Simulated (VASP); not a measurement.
Si, 4 atoms in the cell. It takes space group P6_3/mmc (No. 194, hexagonal). The conventional cell has a = 3.985 Å, b = 3.985 Å, c = 6.342 Å, α = 90.00°, β = 90.00°, γ = 120.00°. Si (site symmetry 3m) has 4 Si at 2.37 to 2.44 Å within 3.1 Å. This isn't the form of Si at room conditions, which is diamond. This cell differs from its parent crystal: strain +0.040 along x and y, +0.000 along z.

- Program: VASP 6.6.1
- Task: single point
- Functional: r2SCAN
- Potentials or basis: VASP PAW PBE potentials, release 64 (Si)
- Cutoff: 520 eV
- k mesh: 12 × 12 × 4
- Occupations: gaussian, width 0.05 eV
- Spin: no spin polarisation
- Dipole correction: no
- Further INCAR settings: ALGO = Normal; EDIFF = 1e-06; NBANDS = 16

Potentials or basis: VASP PAW PBE potentials, release 64 (Si).

Command:

```sh
$ cat potpaw_PBE.64/Si/POTCAR > POTCAR
$ cp INCAR.step1 INCAR
$ mpirun -np 1 vasp_std > vasp.out
$ cp INCAR.step2 INCAR
$ mpirun -np 1 vasp_std > vasp.out
```

Hardware: 1 thread of Intel(R) Xeon(R) 6975P-C (Granite Rapids), with other jobs on the host.

Question: How long does it take, and how much memory?

Answer: Run time: 110 s on 1 thread of Intel(R) Xeon(R) 6975P-C (Granite Rapids), with other jobs on the host, peak memory 0.23 GiB. Counts: k points 57.
